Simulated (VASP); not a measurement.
# LiF (I4/mmm) in VASP: a series of runs, part 2 of 3

VASP 6.6.1. Earlier steps stand in the parts before.

### 4 Single point, PBE (strain -0.050 along x and y, +0.050 along z)

Contents of INCAR:

```
SYSTEM = LiF
PREC = Accurate
ENCUT = 520
EDIFF = 1E-6
ISMEAR = 0
SIGMA = 0.05
LREAL = .False.
LASPH = .True.
NELM = 80
ALGO = Normal
ISIF = 2
LWAVE = .False.
LCHARG = .True.
GGA = PE
LELF = .True.
LVHAR = .True.
NBANDS = 12
```

Contents of KPOINTS:

```
Automatic mesh
0
Gamma
  10 10 10
  0 0 0
```

Contents of POSCAR:

```
LiF
1.0
    0.0000000000      1.9133000000      2.1147000000
    1.9133000000      0.0000000000      2.1147000000
    1.9133000000      1.9133000000      0.0000000000
Li F
1 1
Direct
    0.0000000000      0.0000000000      0.0000000000
    0.5000000000      0.5000000000      0.5000000000
```

Potentials or basis: VASP PAW PBE potentials, release 64 (Li_sv, F).

The run is started by

```bash
cat potpaw_PBE.64/Li_sv/POTCAR potpaw_PBE.64/F/POTCAR > POTCAR
mpirun -np 1 vasp_std > vasp.out
```

OUTCAR:

```text
SYSTEM = LiF
   PREC = Accurate
   ENCUT = 520
   EDIFF = 1E-6
   ISMEAR = 0
   LREAL = .False.
   LASPH = .True.
   NELM = 80
   ISIF = 2
   GGA = PE

 ion  position               nearest neighbor table
   1  0.000  0.000  0.000-   2 1.91   2 1.91   2 1.91   2 1.91   2 2.11   2 2.11
   2  0.500  0.500  0.500-   1 1.91   1 1.91   1 1.91   1 1.91   1 2.11   1 2.11

  LATTYP: Found a body centered tetragonal cell.
 ALAT       =     2.7058148089
 C/A-ratio  =     1.5630781479

  Lattice vectors:

 A1 = (  -1.9133000000,   0.0000000000,   2.1147000000)
 A2 = (   1.9133000000,   0.0000000000,   2.1147000000)
 A3 = (   0.0000000000,   1.9133000000,  -2.1147000000)

Analysis of symmetry for initial positions (statically):
=====================================================================
 Subroutine PRICEL returns:
 Original cell was already a primitive cell.

 Routine SETGRP: Setting up the symmetry group for a
 body centered tetragonal supercell.

 Subroutine GETGRP returns: Found 16 space group operations
 (whereof 16 operations were pure point group operations)
 out of a pool of 16 trial point group operations.

The static configuration has the point symmetry D_4h.

Analysis of symmetry for dynamics (positions and initial velocities):
=====================================================================
 Subroutine PRICEL returns:
 Original cell was already a primitive cell.

 Routine SETGRP: Setting up the symmetry group for a
 body centered tetragonal supercell.

 Subroutine GETGRP returns: Found 16 space group operations
 (whereof 16 operations were pure point group operations)
 out of a pool of 16 trial point group operations.

The dynamic configuration has the point symmetry D_4h.

 Subroutine INISYM returns: Found 16 space group operations
 (whereof 16 operations are pure point group operations),
 and found     1 'primitive' translations

----------------------------------------------------------------------------------------

                                     Primitive cell

  volume of cell :      15.4826

  direct lattice vectors                    reciprocal lattice vectors
     0.000000000  1.913300000  2.114700000    -0.261328595  0.261328595  0.236440157
     1.913300000  0.000000000  2.114700000     0.261328595 -0.261328595  0.236440157
     1.913300000  1.913300000  0.000000000     0.261328595  0.261328595 -0.236440157

  length of vectors
     2.851784175  2.851784175  2.705814809     0.438735930  0.438735930  0.438735930

  position of ions in fractional coordinates (direct lattice)
     0.000000000  0.000000000  0.000000000
     0.500000000  0.500000000  0.500000000

  ion indices of the primitive-cell ions
   primitive index   ion index
                 1           1
                 2           2

----------------------------------------------------------------------------------------

 KPOINTS: Automatic mesh

Automatic generation of k-mesh.
 Grid dimensions read from file:
 generate k-points for:   10   10   10

 Generating k-lattice:

  Cartesian coordinates                     Fractional coordinates (reciprocal lattice)
    -0.026132859  0.026132859  0.023644016     0.100000000  0.000000000  0.000000000
     0.026132859 -0.026132859  0.023644016     0.000000000  0.100000000  0.000000000
     0.026132859  0.026132859 -0.023644016     0.000000000  0.000000000  0.100000000

  Length of vectors
     0.043873593  0.043873593  0.043873593

  Shift w.r.t. Gamma in fractional coordinates (k-lattice)
     0.000000000  0.000000000  0.000000000

 Subroutine IBZKPT returns following result:
 ===========================================

 Found    102 irreducible k-points:

 Following reciprocal coordinates:
            Coordinates               Weight
  0.000000  0.000000  0.000000      1.000000
  0.100000 -0.000000  0.000000      8.000000
  0.200000 -0.000000  0.000000      8.000000
  0.300000  0.000000  0.000000      8.000000
  0.400000 -0.000000  0.000000      8.000000
  0.500000  0.000000  0.000000      4.000000
[... 16 lines left out ...]
  0.300000  0.300000  0.000000      2.000000
  0.400000  0.300000  0.000000      8.000000
 [... further k-points ...]
   k-points           NKPTS =    102   k-points in BZ     NKDIM =    102   number of bands    NBANDS=     12
   number of dos      NEDOS =    301   number of ions     NIONS =      2
   total plane-waves  NPLWV =  11520
   dimension x,y,z NGX =    24 NGY =   24 NGZ =   20
   dimension x,y,z NGXF=    48 NGYF=   48 NGZF=   40
   ions per type =               1   1
   NGX,Y,Z   is equivalent  to a cutoff of  13.99, 13.99, 12.29 a.u.
   NGXF,Y,Z  is equivalent  to a cutoff of  27.98, 27.98, 24.58 a.u.
 SYSTEM =  LiF
   PREC   = accura    normal or accurate (medium, high low for compatibility)
   ISTART =      0    job   : 0-new  1-cont  2-samecut
   ICHARG =      2    charge: 1-file 2-atom 10-const
   ISPIN  =      1    spin polarized calculation?
   LNONCOLLINEAR =      F non collinear calculations
   LSORBIT =      F    spin-orbit coupling
   LASPH  =      T    aspherical Exc in radial PAW
   ENCUT  =  520.0 eV  38.22 Ry    6.18 a.u.   5.30  5.30  5.03*2*pi/ulx,y,z
   NELM   =     80;   NELMIN=  2; NELMDL= -5     # of ELM steps
   EDIFF  = 0.1E-05   stopping-criterion for ELM
   LREAL  =      F    real-space projection
   EDIFFG = 0.1E-04   stopping-criterion for IOM
   NSW    =      0    number of steps for IOM
   IBRION =     -1    ionic relax: 0-MD 1-quasi-New 2-CG
   NFREE  =      0    steps in history (QN), initial steepest desc. (CG)
   ISIF   =      2    stress and relaxation
   ISYM   =      2    0-nonsym 1-usesym 2-fastsym
   POTIM  = 0.5000    time-step for ionic-motion
   TEBEG  =    0.0;   TEEND  =   0.0 temperature during run
   PSTRESS=    0.0 pullay stress
   NELECT =      10.0000    total number of electrons
   NUPDOWN=      -1.0000    fix difference up-down
   EMIN   =  10.00;   EMAX   =-10.00  energy-range for DOS
   EFERMI =   0.00;   METHOD = LEGACY
   ISMEAR =     0;   SIGMA  =   0.05  broadening in eV -4-tet -1-fermi 0-gaus
   EFERMI_NEDOS =   21; number of points for ismear=-14 and -15
   IALGO  =     38    algorithm
   IMIX   =      4    mixing-type and parameters
     AMIX     =   0.40;   BMIX     =  1.00
     AMIX_MAG =   1.60;   BMIX_MAG =  1.00
  volume/ion in A,a.u.               =       7.74        52.24
  Fermi-wavevector in a.u.,A,eV,Ry     =   1.415120  2.674189 27.246537  2.002564
  Thomas-Fermi vector in A             =   2.536591
   LORBIT       =      0    0 simple, 1 ext, 2 COOP (PROOUT), +10 PAW based schemes
   GGA     = PE    functional components
   LHFCALC =     F    Hartree Fock is set to
   AEXX    =    0.0000 exact exchange contribution
   IVDW    =     0    specifies the selected vdW correction
   LEPSILON=     F    determine dielectric tensor
   LRPA    =     F    only Hartree local field effects (RPA)
 non-spin polarized calculation
 Gauss-broadening in eV      SIGMA  =   0.05
  energy-cutoff  :      520.00
  volume of cell :       15.48
 maximum number of plane-waves:       431
 NGX is ok and might be reduce to    24
   NGX = 11   NGY = 11   NGZ =  9

 number of electron      10.0000004 magnetization

 Free energy of the ion-electron system (eV)
  ---------------------------------------------------
  ext. energy  EPLUGINS =         0.00000000
  ---------------------------------------------------
  free energy    TOTEN  =        -9.58170338 eV

  energy without entropy =       -9.58170338  energy(sigma->0) =       -9.58170338

 E-fermi :  -0.1811     XC(G=0): -10.2306

 val. band max:       -0.6034333906   @ k =   0.0000   0.0000   0.0000
 cond. band min:       8.8313659585   @ k =   0.0000   0.0000   0.0000
 fundamental gap:      9.4347993490
 Fermi energy:        -0.1810828904

 k-point     1 :       0.0000    0.0000    0.0000
  band No.  band energies     occupation
      1     -41.4667      2.00000
      2     -20.8197      2.00000
      3      -0.7684      2.00000
      4      -0.7684      2.00000
      5      -0.6034      2.00000
      6       8.8314      0.00000
      7      22.5319      0.00000
      8      23.6974      0.00000
      9      24.6085      0.00000
     10      24.6085      0.00000
     11      24.9058      0.00000
     12      24.9058      0.00000
[... 331 lines left out ...]
 k-point    24 :       0.4000    0.3000    0.0000
  band No.  band energies     occupation
      1     -41.4044      2.00000
      2     -20.2999      2.00000
      3      -3.2574      2.00000
      4      -1.5267      2.00000
      5      -1.3651      2.00000
      6      12.2567      0.00000
      7      17.2021      0.00000
      8      18.2212      0.00000
      9      21.1901      0.00000
     10      22.2591      0.00000
     11      33.7523      0.00000
     12      35.8118      0.00000

 [... further k-points ...]
[... 5 lines left out ...]
  --------------------------------------------------------------------------------------
  -------------------------------------------------------------------------------------
  Total        1.0674852      1.0674852      0.1224322      0.0000000      0.0000000     -0.0000000
  in kB      110.4657241    110.4657241     12.6695502      0.0000000      0.0000000     -0.0000000
  external PRESSURE =      77.8669995 kB  Pullay stress =       0.0000000 kB

 VOLUME and BASIS-vectors are now :
 -----------------------------------------------------------------------------
  energy-cutoff  :      520.00
  volume of cell :       15.48
      direct lattice vectors                 reciprocal lattice vectors
     0.000000000  1.913300000  2.114700000    -0.261328595  0.261328595  0.236440157
     1.913300000  0.000000000  2.114700000     0.261328595 -0.261328595  0.236440157
     1.913300000  1.913300000  0.000000000     0.261328595  0.261328595 -0.236440157

 POSITION                                       TOTAL-FORCE (eV/Angst)
 -----------------------------------------------------------------------------------
      0.00000      0.00000      0.00000         0.000000     -0.000000      0.000000
      1.91330      1.91330      2.11470        -0.000000      0.000000      0.000000
 -----------------------------------------------------------------------------------
    total drift:                               -0.000000     -0.000000      0.000000

  FREE ENERGIE OF THE ION-ELECTRON SYSTEM (eV)
  ---------------------------------------------------
  free  energy   TOTEN  =        -9.5817033781 eV

  energy  without entropy=       -9.5817033781  energy(sigma->0) =       -9.58170338
```

OSZICAR:

```text
N       E                     dE             d eps       ncg     rms          rms(c)
DAV:   1     0.307768958108E+02    0.30777E+02   -0.54057E+03  2584   0.846E+02
DAV:   2    -0.907067094792E+01   -0.39848E+02   -0.39049E+02  2988   0.188E+02
DAV:   3    -0.101007856842E+02   -0.10301E+01   -0.10277E+01  3280   0.265E+01
DAV:   4    -0.101102824561E+02   -0.94968E-02   -0.94963E-02  2788   0.267E+00
DAV:   5    -0.101103909802E+02   -0.10852E-03   -0.10852E-03  3244   0.212E-01    0.461E+00
DAV:   6    -0.956968847868E+01    0.54070E+00   -0.24970E+00  2744   0.995E+00    0.136E+00
DAV:   7    -0.957470814116E+01   -0.50197E-02   -0.21292E-02  3244   0.128E+00    0.859E-01
DAV:   8    -0.958158192239E+01   -0.68738E-02   -0.14652E-02  2996   0.126E+00    0.109E-01
DAV:   9    -0.958161391426E+01   -0.31992E-04   -0.92175E-04  2872   0.273E-01    0.428E-02
DAV:  10    -0.958170514904E+01   -0.91235E-04   -0.12405E-04  2864   0.880E-02    0.135E-02
DAV:  11    -0.958170298390E+01    0.21651E-05   -0.53825E-06  3076   0.221E-02    0.217E-03
DAV:  12    -0.958170337815E+01   -0.39424E-06   -0.40576E-07  2808   0.558E-03
   1 F= -.95817034E+01 E0= -.95817034E+01  d E =-.290151E-35
```

Run time: 24 s. Hardware: 1 thread of Intel Xeon 6975P-C, shared host; peak memory 0.14 GiB.

Results:

| Quantity | Value |
| --- | --- |
| Free energy | -9.5817 eV |
| Band gap on the k mesh | 9.43 eV, direct |

Caveat: the cell differs from its parent crystal (strain -0.050 along x and y, +0.050 along z); the cutoff is under 1.25 times the usual one of these potentials, so pressure, stress and relaxed cells hold a basis-set (Pulay) error. A k mesh can miss the band edges.

(Part 2 of 3 ends here.)
